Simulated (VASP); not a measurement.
# PbF2 (I4mm) in VASP: notebook

The runs below take PbF2 through single point, with PBE.

Program: VASP 6.6.1. These are calculated values, not measurements. Logs are shortened: lines on timing, memory, paths and dates and some standing lists are left out, and cuts for length are marked.

### 1 The cell of the first run

It takes space group I4mm (No. 107, tetragonal). Conventional cell: a = 4.200 Å, b = 4.200 Å, c = 5.940 Å, α = 90.00°, β = 90.00°, γ = 90.00°. Pb (site symmetry 4mm) has 8 F at 2.32 to 2.89 Å within 3.1 Å. F (site symmetry 2mm) has 4 Pb at 2.32 to 2.89 Å and 6 F at 2.97 Å within 3.1 Å.

### 2 Single point, PBE

INCAR reads:

```
  PREC = Accurate
  ENCUT = 520
  EDIFF = 1E-6
  ISMEAR = 0
  SIGMA = 0.05
  LREAL = False
  LASPH = True
  NELM = 80
  ALGO = Normal
  ISIF = 2
  LWAVE = False
  LCHARG = False
  GGA = PE
  NBANDS = 21
```

KPOINTS reads:

```
regular mesh
0
Gamma
  8 8 8
```

POSCAR reads:

```
PbF2
1.0
    0.0000000000      2.9698500000      2.9698500000
    2.9698500000      0.0000000000      2.9698500000
    2.9698500000      2.9698500000      0.0000000000
Pb F
1 2
Direct
    0.0000000000      0.0000000000      0.0000000000
    0.3341793357      0.3341793357      0.1658206643
    0.8341793357      0.8341793357      0.6658206643
```

Potentials or basis: VASP PAW PBE potentials, release 64 (Pb_d, F).

Command:

```
> cat potpaw_PBE.64/Pb_d/POTCAR potpaw_PBE.64/F/POTCAR > POTCAR
> mpirun -np 1 vasp_std > vasp.out
```

OUTCAR:

```text
PREC = Accurate
   ENCUT = 520
   EDIFF = 1E-6
   ISMEAR = 0
   LREAL = False
   LASPH = True
   NELM = 80
   ISIF = 2
   GGA = PE

 ion  position               nearest neighbor table
   1  0.000  0.000  0.000-   3 2.32   3 2.32   2 2.32   2 2.32   2 2.89   3 2.89   3 2.89   2 2.89

   2  0.334  0.334  0.166-   1 2.32   1 2.32   1 2.89   1 2.89
   3  0.834  0.834  0.666-   1 2.32   1 2.32   1 2.89   1 2.89

  LATTYP: Found a face centered cubic cell.
 ALAT       =     5.9397000000

  Lattice vectors:

 A1 = (   0.0000000000,   2.9698500000,   2.9698500000)
 A2 = (   2.9698500000,   0.0000000000,   2.9698500000)
 A3 = (   2.9698500000,   2.9698500000,   0.0000000000)

Analysis of symmetry for initial positions (statically):
=====================================================================
 Subroutine PRICEL returns:
 Original cell was already a primitive cell.

 Routine SETGRP: Setting up the symmetry group for a
 face centered cubic supercell.

 Subroutine GETGRP returns: Found  8 space group operations
 (whereof  8 operations were pure point group operations)
 out of a pool of 48 trial point group operations.

The static configuration has the point symmetry C_4v.

Analysis of symmetry for dynamics (positions and initial velocities):
=====================================================================
 Subroutine PRICEL returns:
 Original cell was already a primitive cell.

 Routine SETGRP: Setting up the symmetry group for a
 face centered cubic supercell.

 Subroutine GETGRP returns: Found  8 space group operations
 (whereof  8 operations were pure point group operations)
 out of a pool of 48 trial point group operations.

The dynamic configuration has the point symmetry C_4v.

 Subroutine INISYM returns: Found  8 space group operations
 (whereof  8 operations are pure point group operations),
 and found     1 'primitive' translations

----------------------------------------------------------------------------------------

                                     Primitive cell

  volume of cell :      52.3882

  direct lattice vectors                    reciprocal lattice vectors
     0.000000000  2.969850000  2.969850000    -0.168358671  0.168358671  0.168358671
     2.969850000  0.000000000  2.969850000     0.168358671 -0.168358671  0.168358671
     2.969850000  2.969850000  0.000000000     0.168358671  0.168358671 -0.168358671

  length of vectors
     4.200002148  4.200002148  4.200002148     0.291605773  0.291605773  0.291605773

  position of ions in fractional coordinates (direct lattice)
     0.000000000  0.000000000  0.000000000
     0.334179336  0.334179336  0.165820664
     0.834179336  0.834179336  0.665820664

  ion indices of the primitive-cell ions
   primitive index   ion index
                 1           1
                 2           2
                 3           3

----------------------------------------------------------------------------------------

 KPOINTS: regular mesh

Automatic generation of k-mesh.
 Grid dimensions read from file:
 generate k-points for:    8    8    8

 Generating k-lattice:

  Cartesian coordinates                     Fractional coordinates (reciprocal lattice)
    -0.021044834  0.021044834  0.021044834     0.125000000  0.000000000  0.000000000
     0.021044834 -0.021044834  0.021044834     0.000000000  0.125000000  0.000000000
     0.021044834  0.021044834 -0.021044834     0.000000000  0.000000000  0.125000000

  Length of vectors
     0.036450722  0.036450722  0.036450722

  Shift w.r.t. Gamma in fractional coordinates (k-lattice)
     0.000000000  0.000000000  0.000000000

 Subroutine IBZKPT returns following result:
 ===========================================

 Found     59 irreducible k-points:

 Following reciprocal coordinates:
            Coordinates               Weight
  0.000000  0.000000  0.000000      1.000000
  0.125000  0.000000  0.000000      8.000000
  0.250000  0.000000  0.000000      8.000000
  0.375000  0.000000  0.000000      8.000000
  0.500000  0.000000  0.000000      4.000000
  0.125000  0.125000  0.000000      2.000000
[... 16 lines left out ...]
  0.000000  0.375000  0.250000     16.000000
  0.500000  0.250000  0.000000      8.000000
 [... further k-points ...]
   k-points           NKPTS =     59   k-points in BZ     NKDIM =     59   number of bands    NBANDS=     21
   number of dos      NEDOS =    301   number of ions     NIONS =      3
   total plane-waves  NPLWV =  32768
   dimension x,y,z NGX =    32 NGY =   32 NGZ =   32
   dimension x,y,z NGXF=    64 NGYF=   64 NGZF=   64
   ions per type =               1   2
   NGX,Y,Z   is equivalent  to a cutoff of  12.67, 12.67, 12.67 a.u.
   NGXF,Y,Z  is equivalent  to a cutoff of  25.33, 25.33, 25.33 a.u.
 SYSTEM =  unknown system
   PREC   = accura    normal or accurate (medium, high low for compatibility)
   ISTART =      0    job   : 0-new  1-cont  2-samecut
   ICHARG =      2    charge: 1-file 2-atom 10-const
   ISPIN  =      1    spin polarized calculation?
   LNONCOLLINEAR =      F non collinear calculations
   LSORBIT =      F    spin-orbit coupling
   LASPH  =      T    aspherical Exc in radial PAW
   ENCUT  =  520.0 eV  38.22 Ry    6.18 a.u.   7.81  7.81  7.81*2*pi/ulx,y,z
   NELM   =     80;   NELMIN=  2; NELMDL= -5     # of ELM steps
   EDIFF  = 0.1E-05   stopping-criterion for ELM
   LREAL  =      F    real-space projection
   EDIFFG = 0.1E-04   stopping-criterion for IOM
   NSW    =      0    number of steps for IOM
   IBRION =     -1    ionic relax: 0-MD 1-quasi-New 2-CG
   NFREE  =      0    steps in history (QN), initial steepest desc. (CG)
   ISIF   =      2    stress and relaxation
   ISYM   =      2    0-nonsym 1-usesym 2-fastsym
   POTIM  = 0.5000    time-step for ionic-motion
   TEBEG  =    0.0;   TEEND  =   0.0 temperature during run
   PSTRESS=    0.0 pullay stress
   NELECT =      28.0000    total number of electrons
   NUPDOWN=      -1.0000    fix difference up-down
   EMIN   =  10.00;   EMAX   =-10.00  energy-range for DOS
   EFERMI =   0.00;   METHOD = LEGACY
   ISMEAR =     0;   SIGMA  =   0.05  broadening in eV -4-tet -1-fermi 0-gaus
   EFERMI_NEDOS =   21; number of points for ismear=-14 and -15
   IALGO  =     38    algorithm
   IMIX   =      4    mixing-type and parameters
     AMIX     =   0.40;   BMIX     =  1.00
     AMIX_MAG =   1.60;   BMIX_MAG =  1.00
  volume/ion in A,a.u.               =      17.46       117.84
  Fermi-wavevector in a.u.,A,eV,Ry     =   1.328566  2.510625 24.015460  1.765086
  Thomas-Fermi vector in A             =   2.457794
   LORBIT       =      0    0 simple, 1 ext, 2 COOP (PROOUT), +10 PAW based schemes
   GGA     = PE    functional components
   LHFCALC =     F    Hartree Fock is set to
   AEXX    =    0.0000 exact exchange contribution
   IVDW    =     0    specifies the selected vdW correction
   LEPSILON=     F    determine dielectric tensor
   LRPA    =     F    only Hartree local field effects (RPA)
 non-spin polarized calculation
 Gauss-broadening in eV      SIGMA  =   0.05
  energy-cutoff  :      520.00
  volume of cell :       52.39
 maximum number of plane-waves:      1424
   NGX = 15   NGY = 15   NGZ = 15

 number of electron      27.9999990 magnetization

 Free energy of the ion-electron system (eV)
  ---------------------------------------------------
  ext. energy  EPLUGINS =         0.00000000
  ---------------------------------------------------
  free energy    TOTEN  =       -14.05796697 eV

  energy without entropy =      -14.05796697  energy(sigma->0) =      -14.05796697

 E-fermi :   2.3599     XC(G=0):  -9.3403

 val. band max:        2.1070082817   @ k =   0.2500  -0.2500   0.5000
 cond. band min:       6.2061555114   @ k =   0.5000   0.5000   0.0000
 fundamental gap:      4.0991472298
 Fermi energy:         2.3598621194

 k-point     1 :       0.0000    0.0000    0.0000
  band No.  band energies     occupation
      1     -19.5433      2.00000
      2     -18.9990      2.00000
      3     -12.5356      2.00000
      4     -12.5356      2.00000
      5     -12.4667      2.00000
      6     -12.3776      2.00000
[... 13 lines left out ...]
     20      16.9756      0.00000
     21      18.1082      0.00000

 k-point     2 :       0.1250    0.0000    0.0000
  band No.  band energies     occupation
      1     -19.5144      2.00000
      2     -19.0183      2.00000
      3     -12.5297      2.00000
      4     -12.5263      2.00000
      5     -12.4647      2.00000
      6     -12.3787      2.00000
[... 13 lines left out ...]
     20      16.4474      0.00000
     21      17.8854      0.00000

 k-point     3 :       0.2500    0.0000    0.0000
  band No.  band energies     occupation
      1     -19.4387      2.00000
      2     -19.0689      2.00000
      3     -12.5166      2.00000
      4     -12.4955      2.00000
      5     -12.4560      2.00000
      6     -12.3800      2.00000
[... 13 lines left out ...]
     20      16.0258      0.00000
     21      17.2976      0.00000

 k-point     4 :       0.3750    0.0000    0.0000
  band No.  band energies     occupation
      1     -19.3417      2.00000
      2     -19.1407      2.00000
      3     -12.5057      2.00000
      4     -12.4693      2.00000
      5     -12.4189      2.00000
      6     -12.3790      2.00000
[... 13 lines left out ...]
     20      15.7093      0.00000
     21      16.5662      0.00000

 k-point     5 :       0.5000    0.0000    0.0000
  band No.  band energies     occupation
      1     -19.2688      2.00000
      2     -19.2020      2.00000
      3     -12.5019      2.00000
      4     -12.4643      2.00000
      5     -12.3818      2.00000
      6     -12.3777      2.00000
[... 13 lines left out ...]
     20      15.5408      0.00000
     21      16.2663      0.00000
[... 382 lines left out ...]
     20      17.0788      0.00000
     21      17.3571      0.00000

 k-point    22 :       0.3750    0.2500    0.0000
  band No.  band energies     occupation
      1     -19.3662      2.00000
      2     -19.1420      2.00000
      3     -12.4904      2.00000
      4     -12.4838      2.00000
      5     -12.4479      2.00000
      6     -12.3635      2.00000
[... 13 lines left out ...]
     20      17.3122      0.00000
     21      18.0843      0.00000

 k-point    23 :       0.0000    0.3750    0.2500
  band No.  band energies     occupation
      1     -19.3423      2.00000
      2     -19.1121      2.00000
      3     -12.4995      2.00000
      4     -12.4644      2.00000
      5     -12.4085      2.00000
      6     -12.3897      2.00000
[... 13 lines left out ...]
     20      17.2659      0.00000
     21      18.3947      0.00000

 k-point    24 :       0.5000    0.2500    0.0000
  band No.  band energies     occupation
      1     -19.2933      2.00000
      2     -19.1915      2.00000
      3     -12.4862      2.00000
      4     -12.4779      2.00000
      5     -12.4016      2.00000
      6     -12.3679      2.00000
[... 13 lines left out ...]
     20      17.1999      0.00000
     21      18.2588      0.00000

 [... further k-points ...]
[... 5 lines left out ...]
  --------------------------------------------------------------------------------------
  -------------------------------------------------------------------------------------
  Total        2.6421065      2.6421065      2.2253000      0.0000000      0.0000000     -0.0000000
  in kB       80.8029763     80.8029763     68.0558744      0.0000000      0.0000000     -0.0000000
  external PRESSURE =      76.5539424 kB  Pullay stress =       0.0000000 kB

 VOLUME and BASIS-vectors are now :
 -----------------------------------------------------------------------------
  energy-cutoff  :      520.00
  volume of cell :       52.39
      direct lattice vectors                 reciprocal lattice vectors
     0.000000000  2.969850000  2.969850000    -0.168358671  0.168358671  0.168358671
     2.969850000  0.000000000  2.969850000     0.168358671 -0.168358671  0.168358671
     2.969850000  2.969850000  0.000000000     0.168358671  0.168358671 -0.168358671

 POSITION                                       TOTAL-FORCE (eV/Angst)
 -----------------------------------------------------------------------------------
      0.00000      0.00000      0.00000         0.000000      0.000000      1.394211
      1.48493      1.48493      1.98493        -0.000000     -0.000000     -0.697106
      4.45477      4.45477      4.95478         0.000000      0.000000     -0.697106
 -----------------------------------------------------------------------------------
    total drift:                                0.000003      0.000003     -0.001114

  FREE ENERGIE OF THE ION-ELECTRON SYSTEM (eV)
  ---------------------------------------------------
  free  energy   TOTEN  =       -14.0579669707 eV

  energy  without entropy=      -14.0579669707  energy(sigma->0) =      -14.05796697
```

It took 19 s on 1 thread of Intel Xeon 6975P-C (Granite Rapids), shared host; peak memory 0.2 GiB.

Results:

```
Free energy            : -14.0580 eV
Pressure               : 7.7 GPa
Largest force          : 1.394 eV/Å
Band gap on the k mesh : 4.10 eV, indirect (least direct gap 4.64 eV)
```

Forces in eV/Å, atoms in the order of the input:
```
Pb   0.000  0.000  1.394
F    0.000  0.000 -0.697
F    0.000  0.000 -0.697
```

Stress tensor (GPa, compression positive):
```
8.08 0.00 0.00
0.00 8.08 0.00
0.00 0.00 6.81
```

Levels at points of the mesh, in eV from the valence-band top:
```csv
k point,band 12,band 13,band 14,band 15,band 16,band 17
"(0.00, 0.00, 0.00)",-2.31,-2.31,-2.06,6.18,7.41,7.41
"(0.50, 0.00, 0.00)",-2.49,-2.46,-0.22,4.71,7.49,8.04
"(0.50, 0.50, 0.00)",-2.09,-1.84,-0.88,4.10,8.12,8.12
"(0.00, 0.50, 0.50)",-2.08,-1.79,-0.11,4.53,6.75,7.89
```

Caveat: the cell differs from its parent crystal (all F atoms moved -0.500 Å, as atom 2 towards its neighbour atom 3 (F) at 2.970 Å); spin-orbit coupling is left out, which moves the levels of the heavy elements; forces of over 1 eV/Å act on the atoms, so gaps and moduli don't describe the material at rest.

### 3 Single point, PBE

INCAR reads:

```
SYSTEM = PbF2
PREC = Accurate ; ENCUT = 520
EDIFF = 1E-6 ; ISMEAR = 0
SIGMA = 0.05 ; LREAL = .FALSE.
LASPH = .TRUE. ; NELM = 100
ALGO = Normal ; ISIF = 2
LWAVE = .FALSE. ; LCHARG = .FALSE.
GGA = PE ; NBANDS = 21
```

KPOINTS reads:

```
Automatic mesh
0
G
  8 8 8
  0 0 0
```

POSCAR reads:

```
PbF2
1.0
    0.0000000000      2.9698500000      2.9698500000
    2.9698500000      0.0000000000      2.9698500000
    2.9698500000      2.9698500000      0.0000000000
Pb F
1 2
Direct
    0.0000000000      0.0000000000      0.0000000000
    0.1868654983      0.1868654983      0.3131345017
    0.6868654983      0.6868654983      0.8131345017
```

Potentials or basis: VASP PAW PBE potentials, release 64 (Pb_d, F).

Command:

```
> cat potpaw_PBE.64/Pb_d/POTCAR potpaw_PBE.64/F/POTCAR > POTCAR
> mpirun -np 1 vasp_std > vasp.out
```

Wall time 18 s (1 thread of Intel Xeon 6975P-C (Granite Rapids), shared host); peak memory 0.2 GiB.

It converged, with:

```
Free energy            : -14.1995 eV
Pressure               : 5.2 GPa
Largest force          : 0.886 eV/Å
Band gap on the k mesh : 4.25 eV, indirect (least direct gap 4.65 eV)
```

Forces in eV/Å, atoms in the order of the input:
```
Pb   0.000  0.000 -0.886
F    0.000  0.000  0.443
F    0.000  0.000  0.443
```

Levels at points of the mesh, in eV from the valence-band top:
```
           k point  band 11  band 12  band 13  band 14  band 15  band 16  band 17  band 18
(0.00, 0.00, 0.00)    -2.62    -2.11    -2.11    -1.97     6.43     7.16     7.16    10.32
(0.50, 0.00, 0.00)    -2.84    -2.30    -2.27    -0.13     4.89     7.57     7.91    12.88
(0.50, 0.50, 0.00)    -1.83    -1.83    -1.68    -0.54     4.25     8.05     8.05     8.89
(0.00, 0.50, 0.50)    -2.02    -1.84    -1.60    -0.13     4.52     7.21     7.92     9.27
```

Caveat: the cell differs from its parent crystal (all F atoms moved +0.375 Å, as atom 2 towards its neighbour atom 3 (F) at 2.970 Å); spin-orbit coupling is left out, which moves the levels of the heavy elements.

### 4 Single point, PBE

INCAR reads:

```
SYSTEM = PbF2
ALGO = Normal ; EDIFF = 1E-6
ENCUT = 520 ; GGA = PE
ISIF = 2 ; ISMEAR = 0
LASPH = .TRUE. ; LCHARG = .TRUE.
LELF = .TRUE. ; LREAL = .FALSE.
LVHAR = .TRUE. ; LWAVE = .FALSE.
NBANDS = 21 ; NELM = 80
PREC = Accurate ; SIGMA = 0.05
```

KPOINTS reads:

```
k-points
0
G
  8 8 8
  0 0 0
```

POSCAR reads:

```
PbF2
1.0
    0.0000000000      2.9698500000      2.9698500000
    2.9698500000      0.0000000000      2.9698500000
    2.9698500000      2.9698500000      0.0000000000
Pb F
1 2
Direct
    0.0000000000      0.0000000000      0.0000000000
    0.2920896678      0.2920896678      0.2079103322
    0.7920896678      0.7920896678      0.7079103322
```

Command:

```
> cat potpaw_PBE.64/Pb_d/POTCAR potpaw_PBE.64/F/POTCAR > POTCAR
> mpirun -np 1 vasp_std > vasp.out
```

It took 18 s on 1 thread of Intel Xeon 6975P-C (Granite Rapids), shared host; peak memory 0.21 GiB.

The run converged. Its results:

* Free energy: -14.2842 eV
* Pressure: 3.4 GPa
* Largest force: 0.489 eV/Å
* Band gap on the k mesh: 4.35 eV, indirect (least direct gap 4.62 eV)

Forces on the atoms (eV/Å):
```
Pb   0.000  0.000  0.489
F    0.000  0.000 -0.244
F    0.000  0.000 -0.244
```

Stress tensor (GPa, compression positive):
```
3.34 0.00 0.00
0.00 3.34 0.00
0.00 0.00 3.56
```

Levels at points of the mesh, in eV from the valence-band top:
| k point | band 10 | band 11 | band 12 | band 13 | band 14 | band 15 | band 16 | band 17 | band 18 | band 19 |
| --- | --- | --- | --- | --- | --- | --- | --- | --- | --- | --- |
| (0.00, 0.00, 0.00) | -2.71 | -2.51 | -1.99 | -1.99 | -1.94 | 6.62 | 6.96 | 6.96 | 10.50 | 14.89 |
| (0.50, 0.00, 0.00) | -2.87 | -2.72 | -2.18 | -2.17 | -0.07 | 4.98 | 7.61 | 7.78 | 13.06 | 13.64 |
| (0.50, 0.50, 0.00) | -3.66 | -1.66 | -1.66 | -1.58 | -0.32 | 4.35 | 7.97 | 7.97 | 8.95 | 14.08 |
| (0.00, 0.50, 0.50) | -3.48 | -1.80 | -1.66 | -1.50 | -0.14 | 4.48 | 7.56 | 7.90 | 9.14 | 13.97 |

Caveat: the cell differs from its parent crystal (all F atoms moved -0.250 Å, as atom 2 towards its neighbour atom 3 (F) at 2.970 Å); spin-orbit coupling is left out, which moves the levels of the heavy elements.

### 5 Single point, PBE

INCAR reads:

```
  PREC = Accurate
  ENCUT = 520
  EDIFF = 1E-7
  ISMEAR = 0
  SIGMA = 0.05
  LREAL = False
  LASPH = True
  NELM = 100
  ALGO = Normal
  ISIF = 2
  LWAVE = False
  LCHARG = False
  GGA = PE
  NBANDS = 21
```

KPOINTS reads:

```
Automatic mesh
0
Gamma
  8 8 8
```

POSCAR reads:

```
PbF2
1.0
    0.0000000000      2.9698500000      2.9698500000
    2.9698500000      0.0000000000      2.9698500000
    2.9698500000      2.9698500000      0.0000000000
Pb F
1 2
Direct
    0.0000000000      0.0000000000      0.0000000000
    0.1763430813      0.1763430813      0.3236569187
    0.6763430813      0.6763430813      0.8236569187
```

Command:

```
> cat potpaw_PBE.64/Pb_d/POTCAR potpaw_PBE.64/F/POTCAR > POTCAR
> mpirun -np 1 vasp_std > vasp.out
```

Wall time 20 s (1 thread of Intel Xeon 6975P-C (Granite Rapids), shared host); peak memory 0.21 GiB.

The run converged. Its results:

| Quantity | Value |
| --- | --- |
| Free energy | -14.1367 eV |
| Pressure | 6.3 GPa |
| Largest force | 1.128 eV/Å |
| Band gap on the k mesh | 4.18 eV, indirect (least direct gap 4.65 eV) |

Forces in eV/Å, atoms in the order of the input:
```
Pb   0.000  0.000 -1.128
F    0.000  0.000  0.564
F    0.000  0.000  0.564
```

Stress tensor (GPa, compression positive):
```
6.50 0.00 0.00
0.00 6.50 0.00
0.00 0.00 5.99
```

Levels at points of the mesh, in eV from the valence-band top:
```csv
k point,band 12,band 13,band 14,band 15,band 16,band 17
"(0.00, 0.00, 0.00)",-2.20,-2.20,-2.01,6.31,7.28,7.28
"(0.50, 0.00, 0.00)",-2.39,-2.36,-0.17,4.81,7.53,7.98
"(0.50, 0.50, 0.00)",-1.95,-1.75,-0.70,4.18,8.09,8.09
"(0.00, 0.50, 0.50)",-1.95,-1.68,-0.12,4.53,6.99,7.91
```

Caveat: the cell differs from its parent crystal (all F atoms moved +0.438 Å, as atom 2 towards its neighbour atom 3 (F) at 2.970 Å); spin-orbit coupling is left out, which moves the levels of the heavy elements; forces of over 1 eV/Å act on the atoms, so gaps and moduli don't describe the material at rest.
